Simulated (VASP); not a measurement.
# CaO (P6_3/mmc) in VASP: vibrations by perturbation theory with LDA

Aim: the vibrations by perturbation theory of CaO with LDA.

Program: VASP 6.6.1. These are calculated values, not measurements. Logs are shortened: lines on timing, memory, paths and dates and some standing lists are left out, and cuts for length are marked.

## 1. The cell of the first run

Symmetry: P6_3/mmc, No. 194, hexagonal system. Conventional cell: a = 3.992 Å, b = 3.992 Å, c = 4.785 Å, α = 90.00°, β = 90.00°, γ = 120.00°. Ca (site symmetry -6m2) has 5 O at 2.30 to 2.39 Å within 3.0 Å. O (site symmetry -6m2) has 5 Ca at 2.30 to 2.39 Å within 3.0 Å.

## 2. Vibrations by perturbation theory, LDA

File INCAR:

```
PREC = Accurate ; ENCUT = 520
EDIFF = 1E-8 ; ISMEAR = 0
SIGMA = 0.01 ; LREAL = F
LASPH = T ; NELM = 100
ALGO = Normal ; ISIF = 2
LWAVE = F ; LCHARG = F
GGA = CA ; IBRION = 8
NSW = 1
```

File KPOINTS:

```
regular mesh
0
Gamma
  5 5 3
```

File POSCAR:

```
CaO
1.0
    3.9919760000      0.0000000000      0.0000000000
   -1.9959880000      3.4571520000      0.0000000000
    0.0000000000      0.0000000000      4.7848400000
Ca O
2 2
Direct
    0.3333333333      0.6666666667      0.7500000000
    0.6666666667      0.3333333333      0.2500000000
    0.3333333333      0.6666666667      0.2500000000
    0.6666666667      0.3333333333      0.7500000000
```

Potentials or basis: VASP PAW LDA potentials, release 64 (Ca_sv, O).

Run with:

```bash
$ cat potpaw_LDA.64/Ca_sv/POTCAR potpaw_LDA.64/O/POTCAR > POTCAR
$ mpirun -np 1 vasp_std > vasp.out
```

OUTCAR:

```text
PREC = Accurate
   ENCUT = 520
   EDIFF = 1E-8
   ISMEAR = 0
   LREAL = F
   LASPH = T
   NELM = 100
   ISIF = 2
   GGA = CA
   IBRION = 8
   NSW = 1

 ion  position               nearest neighbor table
   1  0.333  0.667  0.750-   4 2.30   4 2.30   4 2.30   3 2.39   3 2.39
   2  0.667  0.333  0.250-   3 2.30   3 2.30   3 2.30   4 2.39   4 2.39
   3  0.333  0.667  0.250-   2 2.30   2 2.30   2 2.30   1 2.39   1 2.39
   4  0.667  0.333  0.750-   1 2.30   1 2.30   1 2.30   2 2.39   2 2.39

  LATTYP: Found a hexagonal cell.
 ALAT       =     3.9919760000
 C/A-ratio  =     1.1986144205

  Lattice vectors:

 A1 = (   3.9919760000,   0.0000000000,   0.0000000000)
 A2 = (  -1.9959880000,   3.4571520000,   0.0000000000)
 A3 = (   0.0000000000,   0.0000000000,   4.7848400000)

Analysis of symmetry for initial positions (statically):
=====================================================================
 Subroutine PRICEL returns:
 Original cell was already a primitive cell.

 Routine SETGRP: Setting up the symmetry group for a
 hexagonal supercell.

 Subroutine GETGRP returns: Found 24 space group operations
 (whereof 12 operations were pure point group operations)
 out of a pool of 24 trial point group operations.

The static configuration has the point symmetry D_3d.
 The point group associated with its full space group is D_6h.

Analysis of symmetry for dynamics (positions and initial velocities):
=====================================================================
 Subroutine PRICEL returns:
 Original cell was already a primitive cell.

 Routine SETGRP: Setting up the symmetry group for a
 hexagonal supercell.

 Subroutine GETGRP returns: Found 24 space group operations
 (whereof 12 operations were pure point group operations)
 out of a pool of 24 trial point group operations.

The dynamic configuration has the point symmetry D_3d.
 The point group associated with its full space group is D_6h.

 Subroutine INISYM returns: Found 24 space group operations
 (whereof 12 operations are pure point group operations),
 and found     1 'primitive' translations

----------------------------------------------------------------------------------------

                                     Primitive cell

  volume of cell :      66.0349

  direct lattice vectors                    reciprocal lattice vectors
     3.991976000  0.000000000  0.000000000     0.250502508  0.144627717  0.000000000
    -1.995988000  3.457152000  0.000000000     0.000000000  0.289255433  0.000000000
     0.000000000  0.000000000  4.784840000     0.000000000  0.000000000  0.208993404

  length of vectors
     3.991976000  3.991975457  4.784840000     0.289255394  0.289255433  0.208993404

  position of ions in fractional coordinates (direct lattice)
     0.333333333  0.666666667  0.750000000
     0.666666667  0.333333333  0.250000000
     0.333333333  0.666666667  0.250000000
     0.666666667  0.333333333  0.750000000

  ion indices of the primitive-cell ions
   primitive index   ion index
                 1           1
                 2           2
[... 106 lines left out ...]
  free energy    TOTEN  =       -27.93618164 eV

  energy without entropy =      -27.93618164  energy(sigma->0) =      -27.93618164

 E-fermi :   1.0554     XC(G=0):  -9.9576

 val. band max:        0.9924411861   @ k =   0.0000   0.0000   0.0000
 cond. band min:       3.9901129862   @ k =   0.0000   0.0000   0.0000
 fundamental gap:      2.9976718001
 Fermi energy:         1.0553714126

 k-point     1 :       0.0000    0.0000    0.0000
  band No.  band energies     occupation
      1     -36.0971      2.00000
      2     -35.9558      2.00000
      3     -17.7559      2.00000
      4     -17.4950      2.00000
      5     -17.4950      2.00000
      6     -17.2871      2.00000
[... 219 lines left out ...]
     19       7.8304      0.00000
     20       8.3837      0.00000

------------------------ aborting loop because EDIFF is reached ----------------------------------------

  FORCE on cell =-STRESS in cart. coord.  units (eV):
  Direction    XX          YY          ZZ          XY          YZ          ZX
  --------------------------------------------------------------------------------------
  -------------------------------------------------------------------------------------
  Total       -2.0058461     -2.0058453     -2.2799628      0.0000000      0.0000000      0.0000000
  in kB      -48.6669769    -48.6669593    -55.3177533      0.0000000      0.0000000      0.0000000
  external PRESSURE =     -50.8838965 kB  Pullay stress =       0.0000000 kB

 VOLUME and BASIS-vectors are now :
 -----------------------------------------------------------------------------
  energy-cutoff  :      520.00
  volume of cell :       66.03
      direct lattice vectors                 reciprocal lattice vectors
     3.991976000  0.000000000  0.000000000     0.250502508  0.144627717  0.000000000
    -1.995988000  3.457152000  0.000000000     0.000000000  0.289255433  0.000000000
     0.000000000  0.000000000  4.784840000     0.000000000  0.000000000  0.208993404

 POSITION                                       TOTAL-FORCE (eV/Angst)
 -----------------------------------------------------------------------------------
     -0.00000      2.30477      3.58863         0.000000      0.000000      0.000000
      1.99599      1.15238      1.19621        -0.000000      0.000000      0.000000
     -0.00000      2.30477      1.19621         0.000000      0.000000      0.000000
      1.99599      1.15238      3.58863        -0.000000     -0.000000     -0.000000
 -----------------------------------------------------------------------------------
    total drift:                                0.000000      0.000000     -0.000000

  FREE ENERGIE OF THE ION-ELECTRON SYSTEM (eV)
  ---------------------------------------------------
  free  energy   TOTEN  =       -27.9361816403 eV

  energy  without entropy=      -27.9361816403  energy(sigma->0) =      -27.93618164

[... ionic steps 2 to 9 ...]

--------------------------------------- Ionic step       10  -------------------------------------------

------------------------ aborting loop because EDIFF is reached ----------------------------------------

[... ionic steps 11 to 11 ...]

--------------------------------------- Ionic step       12  -------------------------------------------

 Free energy of the ion-electron system (eV)
  ---------------------------------------------------
  ---------------------------------------------------
  free energy    TOTEN  =        -0.36705432 eV

  energy without entropy =       -0.36705432

------------------------ aborting loop because EDIFF is reached ----------------------------------------

 INTERNAL STRAIN TENSOR  FOR ION    3  DIRECTION 3   (eV/Angst):
 -----------------------------------------------------------------------------
     0.00256  0.00000 -0.00000
     0.00000  0.00256  0.00000
     0.00000 -0.00000  0.00614

 INTERNAL STRAIN TENSOR FOR ION    4 for displacements in x,y,z  (eV/Angst):
          X           Y           Z          XY          YZ          ZX
  --------------------------------------------------------------------------------
  x     0.00000    -0.00000     0.00000     4.00487     0.00000     0.00000
  y     4.00487    -4.00487     0.00000     0.00000     0.00000     0.00000
  z     0.00000    -0.00000    -0.00000     0.00000    -0.00000     0.00000

 SECOND DERIVATIVES (NOT SYMMETRIZED)
 ------------------------------------
               1X          1Y          1Z          2X          2Y          2Z          3X          3Y          3Z          4X          4Y          4Z
  1X    -6.931161   -0.000000    0.000000    1.426537    0.000000    0.000000    1.220536    0.000000    0.000000    4.284088    0.000000    0.000000
  1Y    -0.000000   -6.931158    0.000000    0.000000    1.426536    0.000000    0.000000    1.220536    0.000000    0.000000    4.284086    0.000000
  1Z     0.000000    0.000000   -7.479460    0.000000    0.000000    4.770026    0.000000   -0.000000    0.620524    0.000000    0.000000    2.088911
  2X     1.426537    0.000000    0.000000   -6.931161   -0.000000    0.000000    4.284088    0.000000    0.000000    1.220536    0.000000    0.000000
  2Y     0.000000    1.426536    0.000000   -0.000000   -6.931158    0.000000    0.000000    4.284086    0.000000    0.000000    1.220536    0.000000
  2Z     0.000000    0.000000    4.770026    0.000000    0.000000   -7.479460    0.000000    0.000000    2.088911    0.000000   -0.000000    0.620524
  3X     1.228300    0.000000    0.000000    4.259221    0.000000    0.000000   -5.965406    0.000000    0.000000    0.477884    0.000000    0.000000
  3Y     0.000000    1.228300    0.000000    0.000000    4.259220    0.000000    0.000000   -5.965404    0.000000    0.000000    0.477884    0.000000
  3Z     0.000000    0.000000    0.554795    0.000000   -0.000000    2.099458    0.000000   -0.000000   -4.900070    0.000000    0.000000    2.245818
  4X     4.259221    0.000000    0.000000    1.228300    0.000000    0.000000    0.477884    0.000000    0.000000   -5.965406    0.000000    0.000000
  4Y     0.000000    4.259220    0.000000    0.000000    1.228300    0.000000    0.000000    0.477884    0.000000    0.000000   -5.965404    0.000000
  4Z     0.000000   -0.000000    2.099458    0.000000    0.000000    0.554795    0.000000    0.000000    2.245818    0.000000   -0.000000   -4.900070

 Eigenvectors and eigenvalues of the dynamical matrix
 ----------------------------------------------------

   1 f  =   10.834658 THz    68.076163 2PiTHz  361.405284 cm-1    44.808524 meV
             X         Y         Z           dx          dy          dz
     -0.000000  2.304768  3.588630     0.378122   -0.000000   -0.000000
      1.995988  1.152384  1.196210     0.378122   -0.000000   -0.000000
     -0.000000  2.304768  1.196210    -0.597515    0.000000    0.000000
      1.995988  1.152384  3.588630    -0.597515    0.000000   -0.000000
[... 71 lines left out ...]
  12 f/i=    0.035250 THz     0.221485 2PiTHz    1.175830 cm-1     0.145784 meV
             X         Y         Z           dx          dy          dz
     -0.000000  2.304768  3.588630    -0.000000   -0.000000    0.596012
      1.995988  1.152384  1.196210    -0.000000   -0.000000    0.596012
     -0.000000  2.304768  1.196210    -0.000000   -0.000000    0.380487
      1.995988  1.152384  3.588630    -0.000000   -0.000000    0.380487

--------------------------------------------------------------------------------------------------------

 ELASTIC MODULI CONTR FROM IONIC RELAXATION (kBar)
 Direction    XX          YY          ZZ          XY          YZ          ZX
 --------------------------------------------------------------------------------
 XX        -211.2448    211.2447      0.0000      0.0000      0.0000      0.0000
 YY         211.2447   -211.2447     -0.0000     -0.0000     -0.0000     -0.0000
 ZZ           0.0000     -0.0000     -0.0000     -0.0000     -0.0000      0.0000
 XY           0.0000     -0.0000     -0.0000   -211.2447     -0.0000      0.0000
 YZ           0.0000     -0.0000     -0.0000     -0.0000     -0.0000      0.0000
 ZX           0.0000     -0.0000      0.0000      0.0000      0.0000     -0.0000
 --------------------------------------------------------------------------------
```

Wall time 9.1 min (1 thread of Intel Xeon 8259CL, shared host); peak memory 0.25 GiB.

What came out:

| Property | Result |
| --- | --- |
| Highest phonon frequency at Γ, LO-TO splitting left out | 361 cm⁻¹ |

Phonon frequencies in cm⁻¹ (negative: imaginary):
```csv
q point,frequencies
"(0.000, 0.000, 0.000)",-1 0 0 203 203 252 278 354 354 357 361 361
```

Caveat: the k points lie up to 0.44 Å⁻¹ apart; the cell wasn't relaxed at this level first, which shifts response properties.
